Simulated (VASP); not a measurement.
# Fe (Im-3m) in VASP: notebook, part 2 of 2

VASP 6.6.1. The steps go on from the part before.

### Step 4. Single point, PBEsol+U, collinear spin, ferromagnetic start

INCAR

```
PREC     = Accurate       # precision mode
ENCUT    = 520            # plane-wave cutoff, eV
EDIFF    = 1E-6           # SCF threshold, eV
ISMEAR   = -1             # smearing method
SIGMA    = 0.1            # smearing width, eV
LREAL    = F              # projectors in reciprocal space
LASPH    = T              # aspherical terms in the spheres
NELM     = 150            # most SCF steps
ALGO     = Normal         # electronic algorithm
ISIF     = 2              # what is computed and relaxed
LWAVE    = F              # write WAVECAR
LCHARG   = F              # write CHGCAR
ISPIN    = 2              # spin polarisation
MAGMOM   = 0.62           # initial moments
LORBIT   = 11             # projections on sites
NUPDOWN  = 0.62           # fixed moment
LMAXMIX  = 4              # l up to which the mixer works
LDAU     = T              # DFT+U
LDAUTYPE = 2            
LDAUL    = 2              # shell
LDAUU    = 5.3            # U, eV
LDAUJ    = 0            
LDAUPRINT= 1            
GGA      = PS             # functional
NBANDS   = 14             # bands
```

KPOINTS

```
regular mesh
0
Gamma
  12 12 12
```

POSCAR

```
Fe
1.0
   -1.4455000000      1.4455000000      1.4455000000
    1.4455000000     -1.4455000000      1.4455000000
    1.4455000000      1.4455000000     -1.4455000000
Fe
1
Direct
    0.0000000000      0.0000000000      0.0000000000
```

Potentials or basis: VASP PAW PBE potentials, release 64 (Fe).

On the command line:

```console
> cat potpaw_PBE.64/Fe/POTCAR > POTCAR
> mpirun -np 1 vasp_std > vasp.out
```

OUTCAR:

```text
PREC = Accurate
   ENCUT = 520
   EDIFF = 1E-6
   ISMEAR = -1
   LREAL = F
   LASPH = T
   NELM = 150
   ISIF = 2
   ISPIN = 2
   LORBIT = 11
   NUPDOWN = 0.62
   GGA = PS

 ion  position               nearest neighbor table
   1  0.000  0.000  0.000-

  LATTYP: Found a body centered cubic cell.
 ALAT       =     2.8910000000

  Lattice vectors:

 A1 = (  -1.4455000000,   1.4455000000,   1.4455000000)
 A2 = (   1.4455000000,  -1.4455000000,   1.4455000000)
 A3 = (   1.4455000000,   1.4455000000,  -1.4455000000)

Analysis of symmetry for initial positions (statically):
=====================================================================
 Subroutine PRICEL returns:
 Original cell was already a primitive cell.

 Routine SETGRP: Setting up the symmetry group for a
 body centered cubic supercell.

 Subroutine GETGRP returns: Found 48 space group operations
 (whereof 48 operations were pure point group operations)
 out of a pool of 48 trial point group operations.

The static configuration has the point symmetry O_h .

Analysis of symmetry for dynamics (positions and initial velocities):
=====================================================================
 Subroutine PRICEL returns:
 Original cell was already a primitive cell.

 Routine SETGRP: Setting up the symmetry group for a
 body centered cubic supercell.

 Subroutine GETGRP returns: Found 48 space group operations
 (whereof 48 operations were pure point group operations)
 out of a pool of 48 trial point group operations.

The dynamic configuration has the point symmetry O_h .

Analysis of structural, dynamic, and magnetic symmetry:
=====================================================================
 Subroutine PRICEL returns:
 Original cell was already a primitive cell.

 Routine SETGRP: Setting up the symmetry group for a
 body centered cubic supercell.

 Subroutine GETGRP returns: Found 48 space group operations
 (whereof 48 operations were pure point group operations)
 out of a pool of 48 trial point group operations.

The overall configuration has the point symmetry O_h .

 Subroutine INISYM returns: Found 48 space group operations
 (whereof 48 operations are pure point group operations),
 and found     1 'primitive' translations

----------------------------------------------------------------------------------------

                                     Primitive cell

  volume of cell :      12.0813

  direct lattice vectors                    reciprocal lattice vectors
    -1.445500000  1.445500000  1.445500000     0.000000000  0.345901072  0.345901072
     1.445500000 -1.445500000  1.445500000     0.345901072  0.000000000  0.345901072
     1.445500000  1.445500000 -1.445500000     0.345901072  0.345901072  0.000000000

  length of vectors
     2.503679442  2.503679442  2.503679442     0.489177988  0.489177988  0.489177988

  position of ions in fractional coordinates (direct lattice)
     0.000000000  0.000000000  0.000000000

  ion indices of the primitive-cell ions
   primitive index   ion index
[... 106 lines left out ...]
   LEPSILON=     F    determine dielectric tensor
   LRPA    =     F    only Hartree local field effects (RPA)
 spin polarized calculation
  energy-cutoff  :      520.00
  volume of cell :       12.08
 maximum number of plane-waves:       339
   NGX =  9   NGY =  9   NGZ =  9

atom =   1  type =  1  l = 2

 onsite density matrix

spin component  1

  0.5560 -0.0000  0.0000 -0.0000  0.0000
 -0.0000  0.5560 -0.0000  0.0000  0.0000
  0.0000 -0.0000  0.9282  0.0000  0.0000
 -0.0000  0.0000  0.0000  0.5560 -0.0000
  0.0000  0.0000  0.0000 -0.0000  0.9282

spin component  2

  0.8814 -0.0000  0.0000  0.0000  0.0000
 -0.0000  0.8814 -0.0000  0.0000  0.0000
  0.0000 -0.0000  0.1066  0.0000 -0.0000
  0.0000  0.0000  0.0000  0.8814 -0.0000
  0.0000  0.0000 -0.0000 -0.0000  0.1066

 occupancies and eigenvectors

  o =  0.1066  v =  0.0000  0.0000  0.0000  0.0000  0.0000  0.0000 -0.0000 -0.9509 -0.0000  0.3096      0.0000  0.0000  0.0000  0.0000  0.0000  0.0000  0.0000  0.0000  0.0000  0.0000
  o =  0.1066  v =  0.0000  0.0000  0.0000  0.0000  0.0000  0.0000 -0.0000  0.3096  0.0000  0.9509      0.0000  0.0000  0.0000  0.0000  0.0000  0.0000  0.0000  0.0000  0.0000  0.0000
  o =  0.5560  v =  1.0000  0.0000  0.0000  0.0000  0.0000  0.0000  0.0000  0.0000  0.0000  0.0000      0.0000  0.0000  0.0000  0.0000  0.0000  0.0000  0.0000  0.0000  0.0000  0.0000
  o =  0.5560  v =  0.0000 -0.9923 -0.0000 -0.1237 -0.0000  0.0000  0.0000  0.0000  0.0000  0.0000      0.0000  0.0000  0.0000  0.0000  0.0000  0.0000  0.0000  0.0000  0.0000  0.0000
  o =  0.5560  v =  0.0000  0.1237 -0.0000 -0.9923  0.0000  0.0000  0.0000  0.0000  0.0000  0.0000      0.0000  0.0000  0.0000  0.0000  0.0000  0.0000  0.0000  0.0000  0.0000  0.0000
  o =  0.8814  v =  0.0000  0.0000  0.0000  0.0000  0.0000  1.0000  0.0000  0.0000  0.0000  0.0000      0.0000  0.0000  0.0000  0.0000  0.0000  0.0000  0.0000  0.0000  0.0000  0.0000
  o =  0.8814  v =  0.0000  0.0000  0.0000  0.0000  0.0000  0.0000 -0.4413  0.0000 -0.8973 -0.0000      0.0000  0.0000  0.0000  0.0000  0.0000  0.0000  0.0000  0.0000  0.0000  0.0000
  o =  0.8814  v =  0.0000  0.0000  0.0000  0.0000  0.0000  0.0000 -0.8973  0.0000  0.4413  0.0000      0.0000  0.0000  0.0000  0.0000  0.0000  0.0000  0.0000  0.0000  0.0000  0.0000
  o =  0.9282  v =  0.0000  0.0000 -0.9989  0.0000 -0.0475  0.0000  0.0000  0.0000  0.0000  0.0000      0.0000  0.0000  0.0000  0.0000  0.0000  0.0000  0.0000  0.0000  0.0000  0.0000
  o =  0.9282  v =  0.0000 -0.0000 -0.0475  0.0000  0.9989  0.0000  0.0000  0.0000  0.0000  0.0000      0.0000  0.0000  0.0000  0.0000  0.0000  0.0000  0.0000  0.0000  0.0000  0.0000

 number of electron       7.9999994 magnetization       0.6200001

 Free energy of the ion-electron system (eV)
  ---------------------------------------------------
  ext. energy  EPLUGINS =         0.00000000
  ---------------------------------------------------
  free energy    TOTEN  =        -3.49373284 eV

  energy without entropy =       -3.45649298  energy(sigma->0) =       -3.47511291

 E-fermi :   5.4359     XC(G=0): -12.8748

 val. band max:        5.3818686058   @ k =  -0.4167   0.5000   0.2500
 cond. band min:       4.6321920072   @ k =   0.3333   0.2500   0.0000
 fundamental gap:     -0.7496765986
 Fermi energy:         4.6276989925

 spin component 1

 k-point     1 :       0.0000    0.0000    0.0000
  band No.  band energies     occupation
      1      -3.0264      1.00000
      2       2.5091      1.00000
      3       2.5091      1.00000
      4       4.0593      0.99661
      5       4.0593      0.99661
      6       4.0594      0.99661
      7      29.3151      0.00000
      8      29.3151      0.00000
      9      29.3151      0.00000
     10      31.8087      0.00000
     11      31.8087      0.00000
     12      36.1833      0.00000
[... 793 lines left out ...]
      3       3.3883      1.00000
      4       7.5450      0.00000
      5       7.7441      0.00000
      6       9.0316      0.00000
      7      12.5339      0.00000
      8      19.8287      0.00000
      9      21.7564      0.00000
     10      29.4402      0.00000
     11      36.3431      0.00000
     12      38.9484      0.00000
     13      43.7229      0.00000
     14      44.4233      0.00000

 [... further k-points ...]

------------------------ aborting loop because EDIFF is reached ----------------------------------------

  FORCE on cell =-STRESS in cart. coord.  units (eV):
  Direction    XX          YY          ZZ          XY          YZ          ZX
  --------------------------------------------------------------------------------------
  -------------------------------------------------------------------------------------
  Total       -0.4767158     -0.4767158     -0.4767158     -0.0000000      0.0000000     -0.0000000
  in kB      -63.2201960    -63.2201960    -63.2201960     -0.0000000      0.0000000     -0.0000000
  external PRESSURE =     -63.2201960 kB  Pullay stress =       0.0000000 kB

 VOLUME and BASIS-vectors are now :
 -----------------------------------------------------------------------------
  energy-cutoff  :      520.00
  volume of cell :       12.08
      direct lattice vectors                 reciprocal lattice vectors
    -1.445500000  1.445500000  1.445500000     0.000000000  0.345901072  0.345901072
     1.445500000 -1.445500000  1.445500000     0.345901072  0.000000000  0.345901072
     1.445500000  1.445500000 -1.445500000     0.345901072  0.345901072  0.000000000

 POSITION                                       TOTAL-FORCE (eV/Angst)
 -----------------------------------------------------------------------------------
      0.00000      0.00000      0.00000        -0.000000     -0.000000      0.000000
 -----------------------------------------------------------------------------------
    total drift:                                0.000000     -0.000000      0.000000

  FREE ENERGIE OF THE ION-ELECTRON SYSTEM (eV)
  ---------------------------------------------------
  free  energy   TOTEN  =        -3.4937328430 eV

  energy  without entropy=       -3.4564929796  energy(sigma->0) =       -3.47511291

 total charge

# of ion       s       p       d       tot
------------------------------------------
    1        0.471   0.454   6.353   7.278

 magnetization (x)

# of ion       s       p       d       tot
------------------------------------------
    1       -0.001  -0.058   0.666   0.607
```

It took 58 s on 1 thread of Intel Xeon 8259CL, shared host; peak memory 0.14 GiB.

What came out:

```
Free energy                                           : -3.4937 eV
Pressure                                              : -6.3 GPa
Net moment                                            : 0.62 μB per cell
Site moments                                          : Fe +0.61 μB
Valence electrons inside the program's atomic spheres : Fe 7.28
```

Eigenvalues of the final occupation matrices:
| site | spin | trace | eigenvalues |
| --- | --- | --- | --- |
| site 1 d | 1 | 3.52 | 0.56 0.56 0.56 0.93 0.93 |
| site 1 d | 2 | 2.86 | 0.11 0.11 0.88 0.88 0.88 |

Caveat: the PAW data sets were made with another functional, which shifts forces and pressure a little; the total moment is fixed, so each spin has its own Fermi level; the U is typed as a test and isn't derived for this compound.

### Step 5. Summary

| fixed moment (μB) | pressure (GPa) | moment (μB) |
| --- | --- | --- |
| 3.69 | 26.4 | 3.69 |
| 4.92 | 86.3 | 4.92 |
| 0.62 | -6.3 | 0.62 |

Alike in all rows: task single point; level PBEsol+U; potentials or basis VASP PAW PBE potentials, release 64 (Fe); spin collinear, ferromagnetic start; Fe d U = 5.3 eV; cell as given; k mesh 12 × 12 × 12; cutoff (eV) 520; smearing fermi-dirac 0.1 eV.

Caveats: the PAW data sets were made with another functional, which shifts forces and pressure a little; the total moment is fixed, so each spin has its own Fermi level; the U is typed as a test and isn't derived for this compound.

Total energies depend on the potentials used, so only differences within one code and one set of settings carry meaning.
